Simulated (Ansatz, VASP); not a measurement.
## One calculation of ScNb2O3, two programs

```
CELL_PARAMETERS angstrom
2.70115 1.55951 2.97835
-2.70115 1.55951 2.97835
0.00000 -3.11902 2.97835
ATOMIC_POSITIONS crystal
Sc 0.00000 0.00000 0.00000
Nb 0.33193 0.33193 0.33193
Nb 0.66807 0.66807 0.66807
O 0.00000 0.50000 0.00000
O 0.00000 0.00000 0.50000
O 0.50000 0.00000 0.00000
```

Change from the starting cell: species swapped into the Ho2AlFe3 type (R-3m, No. 166).

Alike in both runs: functional PBE; k mesh 6 × 6 × 6; occupations gaussian, width 0.1 eV; collinear spin.

Ansatz relaxed the structure, and its values are those at the end. VASP's run is a single point on that final structure, the one shown.

|  | VASP | Ansatz |
| --- | --- | --- |
| version | VASP 6.6.1 | Ansatz 0.2.0 |
| potentials or method | VASP PAW PBE potentials, release 64 (Sc_sv, Nb_sv, O), cutoff 520 eV | scalar-relativistic, plane waves, PAW |
| valence electrons in the cell | 55 | 55 |

VASP gave:

- gap on the k mesh at the Fermi level (eV): none
- pressure (GPa): 0.4

Q: Estimate Ansatz's values.

A: gap on the k mesh at the Fermi level (eV): none; pressure (GPa): 0.2.

A gap of «none» marks a metal or a gap that the smearing closes. Ansatz's warnings: no starting moments.
